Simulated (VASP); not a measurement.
Runs of VASP 6.6.1 on Eu. It takes space group Im-3m (No. 229, cubic). The conventional cell has a = 4.551 Å, b = 4.551 Å, c = 4.551 Å, α = 90.00°, β = 90.00°, γ = 90.00°. Within 5.2 Å of Eu (site symmetry m-3m) lie 14 Eu at 3.94 to 4.55 Å. 

```csv
level,spin,gap on the mesh (eV),pressure (GPa),moment (μB)
PBE,"non-collinear, typed start, SOC",-,-1.9,(c)
PBEsol,"collinear, ferromagnetic start",none,(b),7.30
LDA,"collinear, ferromagnetic start",none,(a),7.21
PBE,"collinear, ferromagnetic start",none,-1.5,7.29
```

Alike in all rows: task single point; potentials or basis VASP PAW PBE potentials, release 64 (Eu); cell as given; k mesh 11 × 11 × 11; cutoff (eV) 520; smearing fermi-dirac 0.03 eV.

Q: Estimate the missing entries.

A: (a) -3.6; (b) -2.6; (c) 7.26.

Caveats: semilocal functionals describe open f shells poorly, which spoils levels, moments and volumes; spin-orbit coupling is left out, which moves the levels of the heavy elements (at least some runs); the PAW data sets were made with another functional, which shifts forces and pressure a little (at least some runs); the cell stands under tension (at least some runs).

A k mesh can miss the band edges, and rows without SOC leave out spin-orbit coupling on Eu.

A gap of «none» marks levels without a gap at the run's occupations.
